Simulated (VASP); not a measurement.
# BaTiO3 (Pmm2) in VASP: single point with r2SCAN

Aim: the single point of BaTiO3 with r2SCAN.

Everything below comes from runs of VASP 6.6.1. Logs are shortened: lines on timing, memory, paths and dates and some standing lists are left out, and cuts for length are marked.

## 1. The cell of the first run

Symmetry: Pmm2, No. 25, orthorhombic system. The conventional cell has a = 3.864 Å, b = 3.972 Å, c = 4.112 Å, α = 90.00°, β = 90.00°, γ = 90.00°. Ba (site symmetry mm2) has 12 O at 2.77 to 2.94 Å and 8 Ti at 3.41 to 3.50 Å within 3.6 Å. Within 2.4 Å of Ti (site symmetry mm2) lie 6 O at 1.83 to 2.28 Å. O (site symmetry mm2) has 2 Ti at 1.83 to 2.28 Å within 2.4 Å. O (site symmetry mm2) has 2 Ti at 1.94 Å within 2.6 Å. O (site symmetry mm2) has 2 Ti at 1.99 Å within 2.6 Å.

## 2. Single point, r2SCAN (uniaxial y strain -2.7%)

File POSCAR:

```
BaTiO3
1.0
    3.9723652526      0.0000000000      0.0000000000
    0.0000000000      3.8635224447      0.0000000000
    0.0000000000      0.0000000000      4.1122285626
Ba Ti O
1 1 3
Direct
    0.0000000000      0.0000000000     -0.0042443875
    0.5000000000      0.5000000000      0.4775007454
    0.5000000000      0.5000000000      0.0330780829
    0.5000000000      0.0000000000      0.5223765580
    0.0000000000      0.5000000000      0.5142890013
```

File INCAR.step1:

```
ALGO = Normal
EDIFF = 1E-5
ENCUT = 1480
GGA = PE
GGA_COMPAT = F
ISMEAR = 0
LASPH = T
LCHARG = F
LREAL = F
LWAVE = T
NBANDS = 28
NELM = 120
PREC = Accurate
SIGMA = 0.01
```

File INCAR.step2:

```
ALGO = Normal
EDIFF = 1E-6
ENCUT = 1480
GGA_COMPAT = F
ISIF = 2
ISMEAR = 0
ISTART = 1
LASPH = T
LCHARG = F
LMIXTAU = T
LREAL = F
LWAVE = F
METAGGA = R2SCAN
NBANDS = 28
NELM = 120
PREC = Accurate
SIGMA = 0.01
```

File KPOINTS:

```
k-points
0
Gamma
  6 6 6
```

Potentials or basis: VASP PAW PBE potentials, release 64 (Ba_sv, Ti_sv, O_h).

Run with:

```sh
> cat potpaw_PBE.64/Ba_sv/POTCAR potpaw_PBE.64/Ti_sv/POTCAR potpaw_PBE.64/O_h/POTCAR > POTCAR
> cp INCAR.step1 INCAR
> mpirun -np 1 vasp_std > vasp.out
> cp INCAR.step2 INCAR
> mpirun -np 1 vasp_std > vasp.out
```

OUTCAR:

```text
EDIFF = 1E-6
   ENCUT = 1480
   ISIF = 2
   ISMEAR = 0
   ISTART = 1
   LASPH = T
   LREAL = F
   METAGGA = R2SCAN
   NELM = 120
   PREC = Accurate

 ion  position               nearest neighbor table
   1  0.000  0.000  0.996-   5 2.77   5 2.77   3 2.77   3 2.77   3 2.77   3 2.77   4 2.78   4 2.78
                             5 2.88   5 2.88   4 2.94   4 2.94   2 3.41   2 3.41   2 3.41   2 3.41
   2  0.500  0.500  0.478-   3 1.83   4 1.94   4 1.94   5 1.99   5 1.99   1 3.41   1 3.41   1 3.41
                             1 3.41   1 3.50   1 3.50   1 3.50   1 3.50
   3  0.500  0.500  0.033-   2 1.83   1 2.77   1 2.77   1 2.77   1 2.77
   4  0.500  0.000  0.522-   2 1.94   2 1.94   1 2.78   1 2.78   1 2.94   1 2.94
   5  0.000  0.500  0.514-   2 1.99   2 1.99   1 2.77   1 2.77   1 2.88   1 2.88

  LATTYP: Found a simple orthorhombic cell.
 ALAT       =     3.8635224447
 B/A-ratio  =     1.0281719103
 C/A-ratio  =     1.0643728932

  Lattice vectors:

 A1 = (   0.0000000000,  -3.8635224447,   0.0000000000)
 A2 = (   3.9723652526,   0.0000000000,   0.0000000000)
 A3 = (   0.0000000000,   0.0000000000,   4.1122285626)

Analysis of symmetry for initial positions (statically):
=====================================================================
 Subroutine PRICEL returns:
 Original cell was already a primitive cell.

 Routine SETGRP: Setting up the symmetry group for a
 simple orthorhombic supercell.

 Subroutine GETGRP returns: Found  4 space group operations
 (whereof  4 operations were pure point group operations)
 out of a pool of  8 trial point group operations.

The static configuration has the point symmetry C_2v.

Analysis of symmetry for dynamics (positions and initial velocities):
=====================================================================
 Subroutine PRICEL returns:
 Original cell was already a primitive cell.

 Routine SETGRP: Setting up the symmetry group for a
 simple orthorhombic supercell.

 Subroutine GETGRP returns: Found  4 space group operations
 (whereof  4 operations were pure point group operations)
 out of a pool of  8 trial point group operations.

The dynamic configuration has the point symmetry C_2v.

 Subroutine INISYM returns: Found  4 space group operations
 (whereof  4 operations are pure point group operations),
 and found     1 'primitive' translations

----------------------------------------------------------------------------------------

                                     Primitive cell

  volume of cell :      63.1117

  direct lattice vectors                    reciprocal lattice vectors
     3.972365253  0.000000000  0.000000000     0.251739187  0.000000000  0.000000000
     0.000000000  3.863522445  0.000000000     0.000000000  0.258831161  0.000000000
     0.000000000  0.000000000  4.112228563     0.000000000  0.000000000  0.243177145

  length of vectors
     3.972365253  3.863522445  4.112228563     0.251739187  0.258831161  0.243177145

  position of ions in fractional coordinates (direct lattice)
     0.000000000  0.000000000  0.995755612
     0.500000000  0.500000000  0.477500745
     0.500000000  0.500000000  0.033078083
     0.500000000  0.000000000  0.522376558
     0.000000000  0.500000000  0.514289001

  ion indices of the primitive-cell ions
   primitive index   ion index
                 1           1
                 2           2
                 3           3
                 4           4
                 5           5

----------------------------------------------------------------------------------------

 KPOINTS: k-points

Automatic generation of k-mesh.
 Grid dimensions read from file:
 generate k-points for:    6    6    6

 Generating k-lattice:

  Cartesian coordinates                     Fractional coordinates (reciprocal lattice)
     0.041956531  0.000000000  0.000000000     0.166666667  0.000000000  0.000000000
     0.000000000  0.043138527  0.000000000     0.000000000  0.166666667  0.000000000
     0.000000000  0.000000000  0.040529524     0.000000000  0.000000000  0.166666667

  Length of vectors
     0.041956531  0.043138527  0.040529524

  Shift w.r.t. Gamma in fractional coordinates (k-lattice)
     0.000000000  0.000000000  0.000000000

 Subroutine IBZKPT returns following result:
 ===========================================

 Found     64 irreducible k-points:

 Following reciprocal coordinates:
            Coordinates               Weight
  0.000000  0.000000  0.000000      1.000000
  0.166667  0.000000  0.000000      2.000000
  0.333333  0.000000  0.000000      2.000000
  0.500000  0.000000  0.000000      1.000000
  0.000000  0.166667  0.000000      2.000000
  0.166667  0.166667  0.000000      4.000000
[... 16 lines left out ...]
  0.333333  0.166667  0.166667      8.000000
  0.500000  0.166667  0.166667      4.000000
 [... further k-points ...]
   k-points           NKPTS =     64   k-points in BZ     NKDIM =     64   number of bands    NBANDS=     28
   number of dos      NEDOS =    301   number of ions     NIONS =      5
   total plane-waves  NPLWV = 129600
   dimension x,y,z NGX =    50 NGY =   48 NGZ =   54
   dimension x,y,z NGXF=   100 NGYF=   96 NGZF=  108
   ions per type =               1   1   3
   NGX,Y,Z   is equivalent  to a cutoff of  20.93, 20.65, 21.83 a.u.
   NGXF,Y,Z  is equivalent  to a cutoff of  41.85, 41.31, 43.66 a.u.
 SYSTEM =  unknown system
   PREC   = accura    normal or accurate (medium, high low for compatibility)
   ISTART =      1    job   : 0-new  1-cont  2-samecut
   ICHARG =      0    charge: 1-file 2-atom 10-const
   ISPIN  =      1    spin polarized calculation?
   LNONCOLLINEAR =      F non collinear calculations
   LSORBIT =      F    spin-orbit coupling
   LASPH  =      T    aspherical Exc in radial PAW
   ENCUT  = 1480.0 eV 108.78 Ry   10.43 a.u.  12.46 12.12 12.90*2*pi/ulx,y,z
   NELM   =    120;   NELMIN=  2; NELMDL=  0     # of ELM steps
   EDIFF  = 0.1E-05   stopping-criterion for ELM
   LREAL  =      F    real-space projection
[... 7 lines left out ...]
   TEBEG  =    0.0;   TEEND  =   0.0 temperature during run
   PSTRESS=    0.0 pullay stress
   NELECT =      40.0000    total number of electrons
   NUPDOWN=      -1.0000    fix difference up-down
   EMIN   =  10.00;   EMAX   =-10.00  energy-range for DOS
   EFERMI =   0.00;   METHOD = LEGACY
   ISMEAR =     0;   SIGMA  =   0.01  broadening in eV -4-tet -1-fermi 0-gaus
   EFERMI_NEDOS =   21; number of points for ismear=-14 and -15
   IALGO  =     38    algorithm
   IMIX   =      4    mixing-type and parameters
     AMIX     =   0.40;   BMIX     =  1.00
     AMIX_MAG =   1.60;   BMIX_MAG =  1.00
  volume/ion in A,a.u.               =      12.62        85.18
  Fermi-wavevector in a.u.,A,eV,Ry     =   1.406236  2.657401 26.905516  1.977500
  Thomas-Fermi vector in A             =   2.528617
   LORBIT       =      0    0 simple, 1 ext, 2 COOP (PROOUT), +10 PAW based schemes
   METAGGA = R2SCAN    functional components
   LHFCALC =     F    Hartree Fock is set to
   AEXX    =    0.0000 exact exchange contribution
   IVDW    =     0    specifies the selected vdW correction
   LEPSILON=     F    determine dielectric tensor
   LRPA    =     F    only Hartree local field effects (RPA)
 non-spin polarized calculation
 Gauss-broadening in eV      SIGMA  =   0.01
  energy-cutoff  :     1480.00
  volume of cell :       63.11
 maximum number of plane-waves:      8224
 NGX is ok and might be reduce to    50
   NGX = 25   NGY = 25   NGZ = 25

 number of electron      40.0000000 magnetization

 Free energy of the ion-electron system (eV)
  ---------------------------------------------------
  ext. energy  EPLUGINS =         0.00000000
  ---------------------------------------------------
  free energy    TOTEN  =       -74.23473099 eV

  energy without entropy =      -74.23473099  energy(sigma->0) =      -74.23473099

 E-fermi :   4.3788     XC(G=0): -11.9945

 val. band max:        4.1919605754   @ k =   0.5000   0.5000   0.5000
 cond. band min:       6.4686711913   @ k =   0.0000   0.0000   0.0000
 fundamental gap:      2.2767106159
 Fermi energy:         4.3788120057

 k-point     1 :       0.0000    0.0000    0.0000
  band No.  band energies     occupation
      1     -54.5059      2.00000
      2     -29.7780      2.00000
      3     -29.6950      2.00000
      4     -29.6718      2.00000
      5     -21.4703      2.00000
      6     -13.9047      2.00000
[... 20 lines left out ...]
     27       9.9496      0.00000
     28      12.4526      0.00000

 k-point     2 :       0.1667    0.0000    0.0000
  band No.  band energies     occupation
      1     -54.5055      2.00000
      2     -29.7774      2.00000
      3     -29.6944      2.00000
      4     -29.6882      2.00000
      5     -21.4350      2.00000
      6     -13.9476      2.00000
[... 20 lines left out ...]
     27      10.4764      0.00000
     28      13.0714      0.00000

 k-point     3 :       0.3333    0.0000    0.0000
  band No.  band energies     occupation
      1     -54.5049      2.00000
      2     -29.7762      2.00000
      3     -29.7207      2.00000
      4     -29.6933      2.00000
      5     -21.3626      2.00000
      6     -14.1012      2.00000
[... 20 lines left out ...]
     27      11.6593      0.00000
     28      13.0919      0.00000

 k-point     4 :       0.5000    0.0000    0.0000
  band No.  band energies     occupation
      1     -54.5046      2.00000
      2     -29.7755      2.00000
      3     -29.7369      2.00000
      4     -29.6927      2.00000
      5     -21.3255      2.00000
      6     -14.1947      2.00000
[... 578 lines left out ...]
     27      11.2807      0.00000
     28      13.0121      0.00000

 k-point    23 :       0.3333    0.1667    0.1667
  band No.  band energies     occupation
      1     -54.5043      2.00000
      2     -29.7859      2.00000
      3     -29.7190      2.00000
      4     -29.7153      2.00000
      5     -21.3137      2.00000
      6     -13.8884      2.00000
[... 20 lines left out ...]
     27      12.2607      0.00000
     28      13.2965      0.00000

 k-point    24 :       0.5000    0.1667    0.1667
  band No.  band energies     occupation
      1     -54.5039      2.00000
      2     -29.7852      2.00000
      3     -29.7349      2.00000
      4     -29.7147      2.00000
      5     -21.2828      2.00000
      6     -13.9381      2.00000
[... 20 lines left out ...]
     27      12.8452      0.00000
     28      13.4768      0.00000

 [... further k-points ...]

------------------------ aborting loop because EDIFF is reached ----------------------------------------

  FORCE on cell =-STRESS in cart. coord.  units (eV):
  Direction    XX          YY          ZZ          XY          YZ          ZX
  --------------------------------------------------------------------------------------
  -------------------------------------------------------------------------------------
  Total        2.1351676      4.4695576      1.8837716      0.0000000      0.0000000      0.0000000
  in kB       54.2041700    113.4658742     47.8221355      0.0000000      0.0000000      0.0000000
  external PRESSURE =      71.8307265 kB  Pullay stress =       0.0000000 kB

 VOLUME and BASIS-vectors are now :
 -----------------------------------------------------------------------------
  energy-cutoff  :     1480.00
  volume of cell :       63.11
      direct lattice vectors                 reciprocal lattice vectors
     3.972365253  0.000000000  0.000000000     0.251739187  0.000000000  0.000000000
     0.000000000  3.863522445  0.000000000     0.000000000  0.258831161  0.000000000
     0.000000000  0.000000000  4.112228563     0.000000000  0.000000000  0.243177145

 POSITION                                       TOTAL-FORCE (eV/Angst)
 -----------------------------------------------------------------------------------
      0.00000      0.00000      4.09477         0.000000      0.000000      0.035733
      1.98618      1.93176      1.96359         0.000000      0.000000      0.111296
      1.98618      1.93176      0.13602         0.000000      0.000000     -0.113362
      1.98618      0.00000      2.14813         0.000000      0.000000     -0.017658
      0.00000      1.93176      2.11487         0.000000      0.000000     -0.016010
 -----------------------------------------------------------------------------------
    total drift:                                0.000000      0.000000     -0.000878

  FREE ENERGIE OF THE ION-ELECTRON SYSTEM (eV)
  ---------------------------------------------------
  free  energy   TOTEN  =       -74.2347309880 eV

  energy  without entropy=      -74.2347309880  energy(sigma->0) =      -74.23473099
```

Wall time 15 min (1 thread of Intel Xeon 6975P-C (Granite Rapids), shared host); peak memory 0.76 GiB.

Results:

* Free energy: -74.2347 eV
* Pressure: 7.2 GPa
* Largest force: 0.113 eV/Å
* Band gap on the k mesh: 2.28 eV (least direct gap 2.77 eV)

Forces in eV/Å, atoms in the order of the input:
```
Ba   0.000  0.000  0.036
Ti   0.000  0.000  0.111
O    0.000  0.000 -0.113
O    0.000  0.000 -0.018
O    0.000  0.000 -0.016
```

Levels at points of the mesh, in eV from the valence-band top:
```csv
k point,band 17,band 18,band 19,band 20,band 21,band 22,band 23,band 24
"(0.00, 0.00, 0.00)",-1.42,-0.73,-0.53,-0.50,2.28,2.65,2.84,4.54
"(0.50, 0.00, 0.00)",-1.90,-1.70,-1.50,-1.23,2.95,3.96,4.02,4.69
"(0.00, 0.50, 0.00)",-2.14,-1.88,-1.38,-1.22,2.78,4.17,4.25,4.51
"(0.50, 0.50, 0.00)",-2.00,-1.07,-1.05,-0.08,4.06,4.27,4.60,4.87
"(0.00, 0.00, 0.50)",-2.07,-2.05,-0.77,-0.76,2.41,3.92,4.01,4.61
"(0.50, 0.00, 0.50)",-1.86,-1.29,-1.21,-0.50,4.00,4.02,4.30,5.68
"(0.00, 0.50, 0.50)",-1.87,-1.04,-0.98,-0.45,3.94,4.22,4.43,5.37
"(0.50, 0.50, 0.50)",-2.42,-0.39,-0.36,0.00,4.58,4.68,4.80,6.98
```

Caveat: the cell differs from its parent crystal (uniaxial y strain -2.7%); the stress differs along the axes, from 5 to 11 GPa; the PAW data sets were made with another functional, which shifts forces and pressure a little; spin-orbit coupling is left out, which moves the levels of the heavy elements. A k mesh can miss the band edges.
